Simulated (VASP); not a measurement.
**SiNi2: single point with r2SCAN**

The system is SiNi2.

```
Si Ni
1.0
     3.86955    0.00000    0.00000
    -1.93477    3.35112    0.00000
     0.00000    0.00000    4.92681
Si Ni
2 4
Direct
  0.33333 0.66667 0.79755
  0.66667 0.33333 0.20245
  0.00000 0.00000 0.00000
  0.00000 0.00000 0.50000
  0.33333 0.66667 0.30328
  0.66667 0.33333 0.69672
```

This cell differs from its parent crystal: mode 4 (121.0 1/cm) frozen in, largest displacement +0.263 Å.

```
Program                : VASP 6.6.1
Task                   : single point
Functional             : r2SCAN
Potentials or basis    : VASP PAW PBE potentials, release 64 (Si, Ni)
Cutoff                 : 520 eV
k mesh                 : 12 × 12 × 10
Occupations            : gaussian, width 0.15 eV
Spin                   : no spin polarisation
Dipole correction      : no
Further INCAR settings : ALGO = Normal; EDIFF = 1e-06; NBANDS = 33
```

```
Pressure               : -0.7 GPa
Largest force          : 0.737 eV/Å
Band gap on the k mesh : zero (band 24 reaches 14.49 eV, above the bottom of band 25 at 10.87 eV)
```

Forces in eV/Å, atoms in the order of the input:
```
Si   0.000  0.000 -0.403
Si   0.000  0.000  0.403
Ni   0.000  0.000  0.000
Ni   0.000  0.000  0.000
Ni   0.000  0.000 -0.737
Ni   0.000  0.000  0.737
```

Stress tensor (GPa, compression positive):
```
 0.25  0.00  0.00
 0.00  0.25  0.00
 0.00  0.00 -2.65
```

Levels at points of the mesh, in eV from the Fermi level:
```csv
k point,band 20,band 21,band 22,band 23,band 24,band 25,band 26,band 27,band 28,band 29
"(0.00, 0.00, 0.00)",-1.03,-0.80,-0.80,0.17,2.40,2.51,2.51,2.88,2.88,4.51
"(0.50, 0.00, 0.00)",-1.27,-1.16,-1.03,-0.83,-0.63,-0.18,0.81,2.03,3.24,4.30
"(0.00, 0.00, 0.50)",-1.12,-1.05,-1.05,1.71,3.09,3.09,3.19,3.22,3.22,3.38
"(0.50, 0.00, 0.50)",-1.35,-1.32,-1.03,-0.86,-0.74,0.81,0.96,2.39,3.78,5.75
```

Wall time 21 min on 1 thread of Intel Xeon 6975P-C, on a shared host, peak memory 0.39 GiB.

Caveat: the cell differs from its parent crystal (mode 4 (121.0 1/cm) frozen in, largest displacement +0.263 Å); the PAW data sets were made with another functional, which shifts forces and pressure a little. Spin polarisation is off, so any magnetic state and its effect on volume and gap are missing.
